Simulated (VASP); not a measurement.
# Sb (Pm-3m) in VASP: a series of runs

Sb is run at these levels: PBE; tasks: density of states.

Program: VASP 6.6.1. These are calculated values, not measurements. Logs are shortened: lines on timing, memory, paths and dates and some standing lists are left out, and cuts for length are marked.

## (1) The cell of the first run

The structure is cubic, space group Pm-3m (No. 221). Conventional cell: a = 3.111 Å, b = 3.111 Å, c = 3.111 Å, α = 90.00°, β = 90.00°, γ = 90.00°. Sb (site symmetry m-3m) has 6 Sb at 3.11 Å within 4.1 Å.

## (2) Density of states, PBE

POSCAR reads:

```
Sb
1.0
    3.1111226451      0.0000000000      0.0000000000
    0.0000000000      3.1111226451      0.0000000000
    0.0000000000      0.0000000000      3.1111226451
Sb
1
Direct
    0.0000000000      0.0000000000      0.0000000000
```

INCAR.step1 reads:

```
  ALGO = Normal
  EDIFF = 1E-6
  ENCUT = 400
  GGA = PE
  GGA_COMPAT = F
  ISIF = 2
  ISMEAR = -1
  LASPH = T
  LCHARG = T
  LORBIT = 11
  LREAL = F
  LWAVE = F
  NBANDS = 8
  NEDOS = 2001
  NELM = 120
  PREC = Accurate
  SIGMA = 0.05
```

KPOINTS.step1 reads:

```
k-points
0
Gamma
  12 12 12
```

INCAR.step2 reads:

```
  ALGO = Normal
  EDIFF = 1E-6
  ENCUT = 400
  GGA = PE
  GGA_COMPAT = F
  ICHARG = 11
  ISIF = 2
  ISMEAR = -5
  LASPH = T
  LCHARG = F
  LORBIT = 11
  LREAL = F
  LWAVE = F
  NBANDS = 8
  NEDOS = 1001
  NELM = 120
  PREC = Accurate
  SIGMA = 0.05
```

KPOINTS.step2 reads:

```
k-points
0
Gamma
  18 18 18
```

Potentials or basis: VASP PAW PBE potentials, release 64 (Sb).

Run with:

```
cat potpaw_PBE.64/Sb/POTCAR > POTCAR
cp INCAR.step1 INCAR
cp KPOINTS.step1 KPOINTS
mpirun -np 1 vasp_std > vasp.out
cp INCAR.step2 INCAR
cp KPOINTS.step2 KPOINTS
mpirun -np 1 vasp_std > vasp.out
```

OUTCAR:

```text
EDIFF = 1E-6
   ENCUT = 400
   GGA = PE
   ICHARG = 11
   ISIF = 2
   ISMEAR = -5
   LASPH = T
   LORBIT = 11
   LREAL = F
   NELM = 120
   PREC = Accurate

 ion  position               nearest neighbor table
   1  0.000  0.000  0.000-

  LATTYP: Found a simple cubic cell.
 ALAT       =     3.1111226451

  Lattice vectors:

 A1 = (   3.1111226451,   0.0000000000,   0.0000000000)
 A2 = (   0.0000000000,   3.1111226451,   0.0000000000)
 A3 = (   0.0000000000,   0.0000000000,   3.1111226451)

Analysis of symmetry for initial positions (statically):
=====================================================================
 Subroutine PRICEL returns:
 Original cell was already a primitive cell.

 Routine SETGRP: Setting up the symmetry group for a
 simple cubic supercell.

 Subroutine GETGRP returns: Found 48 space group operations
 (whereof 48 operations were pure point group operations)
 out of a pool of 48 trial point group operations.

The static configuration has the point symmetry O_h .

Analysis of symmetry for dynamics (positions and initial velocities):
=====================================================================
 Subroutine PRICEL returns:
 Original cell was already a primitive cell.

 Routine SETGRP: Setting up the symmetry group for a
 simple cubic supercell.

 Subroutine GETGRP returns: Found 48 space group operations
 (whereof 48 operations were pure point group operations)
 out of a pool of 48 trial point group operations.

The dynamic configuration has the point symmetry O_h .

 Subroutine INISYM returns: Found 48 space group operations
 (whereof 48 operations are pure point group operations),
 and found     1 'primitive' translations

----------------------------------------------------------------------------------------

                                     Primitive cell

  volume of cell :      30.1128

  direct lattice vectors                    reciprocal lattice vectors
     3.111122645  0.000000000  0.000000000     0.321427380  0.000000000  0.000000000
     0.000000000  3.111122645  0.000000000     0.000000000  0.321427380  0.000000000
     0.000000000  0.000000000  3.111122645     0.000000000  0.000000000  0.321427380

  length of vectors
     3.111122645  3.111122645  3.111122645     0.321427380  0.321427380  0.321427380

  position of ions in fractional coordinates (direct lattice)
     0.000000000  0.000000000  0.000000000

  ion indices of the primitive-cell ions
   primitive index   ion index
                 1           1

----------------------------------------------------------------------------------------

 KPOINTS: k-points

Automatic generation of k-mesh.
 Grid dimensions read from file:
 generate k-points for:   18   18   18

 Generating k-lattice:

  Cartesian coordinates                     Fractional coordinates (reciprocal lattice)
     0.017857077  0.000000000  0.000000000     0.055555556  0.000000000  0.000000000
     0.000000000  0.017857077  0.000000000     0.000000000  0.055555556  0.000000000
     0.000000000  0.000000000  0.017857077     0.000000000  0.000000000  0.055555556

  Length of vectors
     0.017857077  0.017857077  0.017857077

  Shift w.r.t. Gamma in fractional coordinates (k-lattice)
     0.000000000  0.000000000  0.000000000

 TETIRR: Found   2900 inequivalent tetrahedra from    34992

 Subroutine IBZKPT returns following result:
 ===========================================

 Found    220 irreducible k-points:

 Following reciprocal coordinates:
            Coordinates               Weight
  0.000000  0.000000  0.000000      1.000000
  0.055556  0.000000  0.000000      6.000000
  0.111111  0.000000  0.000000      6.000000
  0.166667  0.000000  0.000000      6.000000
  0.222222  0.000000  0.000000      6.000000
  0.277778  0.000000  0.000000      6.000000
[... 16 lines left out ...]
  0.277778  0.111111  0.000000     24.000000
  0.333333  0.111111  0.000000     24.000000
 [... further k-points ...]
   k-points           NKPTS =    220   k-points in BZ     NKDIM =    220   number of bands    NBANDS=      8
   number of dos      NEDOS =   1001   number of ions     NIONS =      1
   total plane-waves  NPLWV =   8000
   dimension x,y,z NGX =    20 NGY =   20 NGZ =   20
   dimension x,y,z NGXF=    40 NGYF=   40 NGZF=   40
   ions per type =               1
   NGX,Y,Z   is equivalent  to a cutoff of  10.69, 10.69, 10.69 a.u.
   NGXF,Y,Z  is equivalent  to a cutoff of  21.37, 21.37, 21.37 a.u.
 SYSTEM =  unknown system
   PREC   = accura    normal or accurate (medium, high low for compatibility)
   ISTART =      0    job   : 0-new  1-cont  2-samecut
   ICHARG =     11    charge: 1-file 2-atom 10-const
   ISPIN  =      1    spin polarized calculation?
   LNONCOLLINEAR =      F non collinear calculations
   LSORBIT =      F    spin-orbit coupling
   LASPH  =      T    aspherical Exc in radial PAW
   ENCUT  =  400.0 eV  29.40 Ry    5.42 a.u.   5.07  5.07  5.07*2*pi/ulx,y,z
   NELM   =    120;   NELMIN=  2; NELMDL=  0     # of ELM steps
   EDIFF  = 0.1E-05   stopping-criterion for ELM
   LREAL  =      F    real-space projection
   EDIFFG = 0.1E-04   stopping-criterion for IOM
   NSW    =      0    number of steps for IOM
   IBRION =     -1    ionic relax: 0-MD 1-quasi-New 2-CG
   NFREE  =      0    steps in history (QN), initial steepest desc. (CG)
   ISIF   =      2    stress and relaxation
   ISYM   =      2    0-nonsym 1-usesym 2-fastsym
   POTIM  = 0.5000    time-step for ionic-motion
   TEBEG  =    0.0;   TEEND  =   0.0 temperature during run
   PSTRESS=    0.0 pullay stress
   NELECT =       5.0000    total number of electrons
   NUPDOWN=      -1.0000    fix difference up-down
   EMIN   =  10.00;   EMAX   =-10.00  energy-range for DOS
   EFERMI =   0.00;   METHOD = LEGACY
   ISMEAR =    -5;   SIGMA  =   0.05  broadening in eV -4-tet -1-fermi 0-gaus
   EFERMI_NEDOS =   21; number of points for ismear=-14 and -15
   IALGO  =     38    algorithm
   IMIX   =      4    mixing-type and parameters
     AMIX     =   0.40;   BMIX     =  1.00
     AMIX_MAG =   1.60;   BMIX_MAG =  1.00
  volume/ion in A,a.u.               =      30.11       203.21
  Fermi-wavevector in a.u.,A,eV,Ry     =   0.899804  1.700382 11.015908  0.809646
  Thomas-Fermi vector in A             =   2.022683
   LORBIT       =     11    0 simple, 1 ext, 2 COOP (PROOUT), +10 PAW based schemes
   GGA     = PE    functional components
   LHFCALC =     F    Hartree Fock is set to
   AEXX    =    0.0000 exact exchange contribution
   IVDW    =     0    specifies the selected vdW correction
   LEPSILON=     F    determine dielectric tensor
   LRPA    =     F    only Hartree local field effects (RPA)
 non-spin polarized calculation
 Fermi weights with tetrahedron method with Bloechl corrections
  energy-cutoff  :      400.00
  volume of cell :       30.11
 maximum number of plane-waves:       560

 number of electron       4.9999998 magnetization

 Free energy of the ion-electron system (eV)
  ---------------------------------------------------
  ext. energy  EPLUGINS =         0.00000000
  ---------------------------------------------------
  free energy    TOTEN  =        -4.09306038 eV

  energy without entropy =       -4.09306038  energy(sigma->0) =       -4.09306038

 E-fermi :   7.0175     XC(G=0):  -9.5851

 val. band max:        7.1032421952   @ k =   0.4444   0.2778   0.2778
 cond. band min:       6.8644594117   @ k =   0.3889   0.3333   0.3333
 fundamental gap:     -0.2387827835
 Fermi energy:         7.0174667849

 k-point     1 :       0.0000    0.0000    0.0000
  band No.  band energies     occupation
      1      -5.2982      2.00000
      2      10.2595      0.00000
      3      10.2595      0.00000
      4      10.2595      0.00000
      5      13.9263      0.00000
      6      13.9263      0.00000
      7      15.2199      0.00000
      8      24.5997      0.00000

 k-point     2 :       0.0556    0.0000    0.0000
  band No.  band energies     occupation
      1      -5.2538      2.00000
      2       9.6490      0.00000
      3      10.3032      0.00000
      4      10.3032      0.00000
      5      13.9616      0.00000
      6      14.3367      0.00000
      7      15.5185      0.00000
      8      24.1393      0.00000

 k-point     3 :       0.1111    0.0000    0.0000
  band No.  band energies     occupation
      1      -5.1215      2.00000
      2       8.4075      0.00000
      3      10.4324      0.00000
      4      10.4324      0.00000
      5      14.0672      0.00000
      6      14.7628      0.00000
      7      16.6257      0.00000
      8      23.2643      0.00000

 k-point     4 :       0.1667    0.0000    0.0000
  band No.  band energies     occupation
      1      -4.9036      2.00000
      2       7.0408      0.79164
      3      10.6410      0.00000
      4      10.6410      0.00000
      5      14.2420      0.00000
      6      15.0399      0.00000
      7      18.1842      0.00000
      8      22.3085      0.00000

 k-point     5 :       0.2222    0.0000    0.0000
  band No.  band energies     occupation
      1      -4.6056      2.00000
      2       5.7016      2.15297
      3      10.9176      0.00000
      4      10.9176      0.00000
      5      14.4835      0.00000
      6      15.3396      0.00000
      7      19.8108      0.00000
      8      21.3603      0.00000

 k-point     6 :       0.2778    0.0000    0.0000
  band No.  band energies     occupation
      1      -4.2379      2.00000
      2       4.4507      2.00000
      3      11.2435      0.00000
      4      11.2435      0.00000
      5      14.7861      0.00000
      6      15.7027      0.00000
      7      20.4655      0.00000
      8      20.4658      0.00000

 k-point     7 :       0.3333    0.0000    0.0000
  band No.  band energies     occupation
      1      -3.8213      2.00000
      2       3.3320      2.00000
      3      11.5895      0.00000
      4      11.5895      0.00000
      5      15.1384      0.00000
      6      16.1396      0.00000
      7      19.6673      0.00000
      8      19.6673      0.00000
[... 133 lines left out ...]
 k-point    20 :       0.1111    0.1111    0.0000
  band No.  band energies     occupation
      1      -4.9447      2.00000
      2       8.4727      0.00000
      3       8.6918      0.00000
      4      10.6057      0.00000
      5      14.5273      0.00000
      6      16.2119      0.00000
      7      17.0452      0.00000
      8      21.4932      0.00000

 k-point    21 :       0.1667    0.1111    0.0000
  band No.  band energies     occupation
      1      -4.7268      2.00000
      2       7.2050      0.56680
      3       8.8038      0.00000
      4      10.8147      0.00000
      5      14.7310      0.00000
      6      16.6857      0.00000
      7      18.2430      0.00000
      8      20.4782      0.00000

 k-point    22 :       0.2222    0.1111    0.0000
  band No.  band energies     occupation
      1      -4.4286      2.00000
      2       5.8699      2.14401
      3       9.0821      0.00000
      4      11.0919      0.00000
      5      14.9899      0.00000
      6      16.8914      0.00000
      7      18.9736      0.00000
      8      20.3402      0.00000

 k-point    23 :       0.2778    0.1111    0.0000
  band No.  band energies     occupation
      1      -4.0606      2.00000
      2       4.6202      2.00000
      3       9.4202      0.00000
      4      11.4185      0.00000
      5      15.3092      0.00000
      6      16.9213      0.00000
      7      18.4747      0.00000
      8      20.5940      0.00000

 k-point    24 :       0.3333    0.1111    0.0000
  band No.  band energies     occupation
      1      -3.6436      2.00000
      2       3.5015      2.00000
      3       9.7906      0.00000
      4      11.7653      0.00000
      5      15.6708      0.00000
      6      16.5742      0.00000
      7      18.3242      0.00000
      8      19.7989      0.00000

 [... further k-points ...]
[... 5 lines left out ...]
  --------------------------------------------------------------------------------------
  -------------------------------------------------------------------------------------
  Total       -0.0542387     -0.0542387     -0.0542387     -0.0000000     -0.0000000      0.0000000
  in kB       -2.8858123     -2.8858123     -2.8858123     -0.0000000     -0.0000000      0.0000000
  external PRESSURE =      -2.8858123 kB  Pullay stress =       0.0000000 kB

 VOLUME and BASIS-vectors are now :
 -----------------------------------------------------------------------------
  energy-cutoff  :      400.00
  volume of cell :       30.11
      direct lattice vectors                 reciprocal lattice vectors
     3.111122645  0.000000000  0.000000000     0.321427380  0.000000000  0.000000000
     0.000000000  3.111122645  0.000000000     0.000000000  0.321427380  0.000000000
     0.000000000  0.000000000  3.111122645     0.000000000  0.000000000  0.321427380

 POSITION                                       TOTAL-FORCE (eV/Angst)
 -----------------------------------------------------------------------------------
      0.00000      0.00000      0.00000         0.000000      0.000000      0.000000
 -----------------------------------------------------------------------------------
    total drift:                                0.000000      0.000000      0.000000

  FREE ENERGIE OF THE ION-ELECTRON SYSTEM (eV)
  ---------------------------------------------------
  free  energy   TOTEN  =        -4.0930603847 eV

  energy  without entropy=       -4.0930603847  energy(sigma->0) =       -4.09306038

 total charge

# of ion       s       p       d       tot
------------------------------------------
    1        1.213   1.116   0.035   2.364
```

Wall time 16 s (1 thread of Intel Xeon Platinum 8488C (Sapphire Rapids), shared host); peak memory 0.14 GiB.

What came out:

```yaml
Valence_electrons_inside_the_program's_atomic_spheres: Sb 2.36
```

Caveat: spin-orbit coupling is left out, which moves the levels of the heavy elements; tetrahedron occupations give inexact forces and stress in metals.

## (3) Density of states, PBE (volume scaled by 0.4)

POSCAR reads:

```
Sb
1.0
    2.2922947642      0.0000000000      0.0000000000
    0.0000000000      2.2922947642      0.0000000000
    0.0000000000      0.0000000000      2.2922947642
Sb
1
Direct
    0.0000000000      0.0000000000      0.0000000000
```

INCAR.step1 reads:

```
PREC = Accurate
ENCUT = 400
EDIFF = 1E-6
ISMEAR = -1
SIGMA = 0.05
LREAL = False
LASPH = True
NELM = 120
ALGO = Normal
ISIF = 2
LWAVE = False
LCHARG = True
GGA = PE
NBANDS = 8
GGA_COMPAT = False
NEDOS = 2001
LORBIT = 11
```

KPOINTS.step1 reads:

```
Automatic mesh
0
Gamma
  12 12 12
```

INCAR.step2 reads:

```
PREC = Accurate
ENCUT = 400
EDIFF = 1E-6
ISMEAR = -5
SIGMA = 0.05
LREAL = False
LASPH = True
NELM = 120
ALGO = Normal
ISIF = 2
LWAVE = False
LCHARG = False
GGA = PE
LORBIT = 10
NEDOS = 1001
ICHARG = 11
GGA_COMPAT = False
```

KPOINTS.step2 reads:

```
Automatic mesh
0
Gamma
  18 18 18
```

Potentials or basis: VASP PAW PBE potentials, release 64 (Sb).

Run with:

```
cat potpaw_PBE.64/Sb/POTCAR > POTCAR
cp INCAR.step1 INCAR
cp KPOINTS.step1 KPOINTS
mpirun -np 1 vasp_std > vasp.out
cp INCAR.step2 INCAR
cp KPOINTS.step2 KPOINTS
mpirun -np 1 vasp_std > vasp.out
```

Run time: 13 s. Hardware: 1 thread of Intel Xeon 8259CL, shared host; peak memory 0.12 GiB.

The run converged. Its results:

```yaml
Valence_electrons_inside_the_program's_atomic_spheres: Sb 3.64
```

Levels at points of the mesh, in eV from the Fermi level:
| k point | band 1 | band 2 | band 3 | band 4 | band 5 | band 6 |
| --- | --- | --- | --- | --- | --- | --- |
| (0.00, 0.00, 0.00) | -23.62 | 5.06 | 5.06 | 5.06 | 8.85 | 8.85 |
| (0.50, 0.00, 0.00) | -15.45 | -14.82 | 9.23 | 11.62 | 11.79 | 11.79 |
| (0.50, 0.50, 0.00) | -9.30 | -9.30 | -6.00 | -2.05 | 14.29 | 14.29 |
| (0.50, 0.50, 0.50) | -3.53 | -3.53 | -3.53 | 1.58 | 3.74 | 3.74 |

Caveat: spin-orbit coupling is left out, which moves the levels of the heavy elements; tetrahedron occupations give inexact forces and stress in metals.
